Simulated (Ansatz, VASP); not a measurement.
One calculation of Ti3Al5, two programs

The input INCAR:

```
  PREC = Accurate
  ENCUT = 520
  EDIFF = 1E-7
  ISMEAR = 0
  SIGMA = 0.15
  LREAL = F
  LASPH = T
  NELM = 60
  ALGO = Fast
  ISIF = 2
  LWAVE = F
  LCHARG = F
  GGA = PS
  NBANDS = 36
```

File KPOINTS:

```
regular mesh
0
Gamma
  10 10 6
```

POSCAR

```
Ti3Al5
1.0
    3.8832951200      0.0242705945      0.0000000000
    0.0242705945      3.8832951200      0.0000000000
    0.0000000000      0.0000000000      8.2968849545
Ti Al
3 5
Direct
    0.0000000000      0.0000000000      0.5000000000
    0.5000000000      0.5000000000      0.0000000000
    0.5000000000      0.5000000000      0.5000000000
    0.0000000000      0.5000000000      0.2523516175
    0.0000000000      0.5000000000      0.7476483825
    0.5000000000      0.0000000000      0.2523516175
    0.5000000000      0.0000000000      0.7476483825
    0.0000000000      0.0000000000      0.0000000000
```

Input for Ansatz:

```yaml
crystal:
  lattice:
    - [3.88329512, 0.0242705945, 0.0]
    - [0.0242705945, 3.88329512, 0.0]
    - [0.0, 0.0, 8.2968849545]
  atoms:
    - { symbol: Ti, position: [0.0, 0.0, 0.5] }
    - { symbol: Ti, position: [0.5, 0.5, 0.0] }
    - { symbol: Ti, position: [0.5, 0.5, 0.5] }
    - { symbol: Al, position: [0.0, 0.5, 0.2523516175] }
    - { symbol: Al, position: [0.0, 0.5, 0.7476483825] }
    - { symbol: Al, position: [0.5, 0.0, 0.2523516175] }
    - { symbol: Al, position: [0.5, 0.0, 0.7476483825] }
    - { symbol: Al, position: [0.0, 0.0, 0.0] }
basis:
  ecutwfc: 420
kpoints:
  mp_grid: { grid: [10, 10, 6] }
hamiltonian:
  xc: pbesol
scf:
  occupations: { method: gaussian, width: 0.15 }
output:
  forces: true
  stress: true
  eigenvalues: true
```

Change from the starting cell: strain +0.0125 x Voigt [0, 0, 0, 0, 0, 1], atoms carried along.

Alike in both runs: task single point; functional PBEsol; k mesh 10 × 10 × 6; occupations gaussian, width 0.15 eV; no spin polarisation.

```csv
,VASP,Ansatz
version,VASP 6.6.1,Ansatz 0.2.0
potentials or method,"VASP PAW PBE potentials, release 64 (Ti_sv, Al), cutoff 520 eV","scalar-relativistic, plane waves, PAW"
valence electrons in the cell,51,51
```

Ansatz gave:

```
gap on the k mesh at the Fermi level (eV)                     : none
pressure (GPa)                                                : 0.0
traceless stress, the component that is largest in VASP (GPa) : -1.25
```

Question: Estimate VASP's values.

Answer: gap on the k mesh at the Fermi level (eV): none; pressure (GPa): 0.1; traceless stress, the component that is largest in VASP (GPa): -1.25.

VASP's potentials were made for PBE, not for PBEsol. A gap of «none» marks a metal or a gap that the smearing closes. The functional is the same, so the differences come from potentials, cutoffs and numerics.
